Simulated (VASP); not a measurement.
Wanted: the native input for a VASP 6.6.1 run.

```yaml
Task: relaxation of cell and atoms
Functional: PBE
Potentials_or_basis: VASP PAW PBE potentials, release 64 (Bi_d, Br, F)
Cutoff: 600 eV
k_mesh: 8 × 8 × 8
Occupations: gaussian, width 0.1 eV
Spin: no spin polarisation
Dipole_correction: no
Further_INCAR_settings: ALGO = Normal; EDIFF = 1e-06; IBRION = 2; EDIFFG = -0.01; NSW = 100; ISIF = 3
```

The structure of BiBrF3 lies in POSCAR:

```
BiBrF3
1.0
    4.5815038800      0.0000000000      0.0000000000
    0.0000000000      4.5815038800      0.0000000000
    0.0000000000      0.0000000000      4.5815038800
Bi Br F
1 1 3
Direct
    0.5000000000      0.5000000000      0.5000000000
    0.0000000000      0.0000000000      0.0000000000
    0.5000000000      0.0000000000      0.0000000000
    0.0000000000      0.5000000000      0.0000000000
    0.0000000000      0.0000000000      0.5000000000
```

These files were run (other wordings do the same):

INCAR

```
SYSTEM = BiBrF3
PREC = Accurate ; ENCUT = 600
EDIFF = 1E-6 ; ISMEAR = 0
SIGMA = 0.1 ; LREAL = .False.
LASPH = .True. ; NELM = 80
ALGO = Normal ; ISIF = 3
LWAVE = .False. ; LCHARG = .False.
GGA = PE ; IBRION = 2
NSW = 100 ; EDIFFG = -0.01
```

KPOINTS

```
regular mesh
0
Gamma
  8 8 8
  0 0 0
```

Potentials or basis: VASP PAW PBE potentials, release 64 (Bi_d, Br, F).

Launch:

```bash
$ cat potpaw_PBE.64/Bi_d/POTCAR potpaw_PBE.64/Br/POTCAR potpaw_PBE.64/F/POTCAR > POTCAR
$ mpirun -np 1 vasp_std > vasp.out
```

Results of the run:

* Relaxed volume: 19.53 Å³/atom
* Relaxed cell: a = 4.605 Å, b = 4.605 Å, c = 4.605 Å, α = 90.00°, β = 90.00°, γ = 90.00°
* Space group after relaxing (to 0.05 Å): Pm-3m (No. 221)
* Energy gained by relaxing: 0.9 meV/atom
* Ionic steps: 2
* Pressure after relaxing: 0.0 GPa

Caveat: an odd number of electrons without spin polarisation forces a metal; a magnetic or distorted state may lie lower.

Run time: 63 s on 1 thread of Intel(R) Xeon(R) 6975P-C (Granite Rapids), with other jobs on the host, peak memory 0.31 GiB.
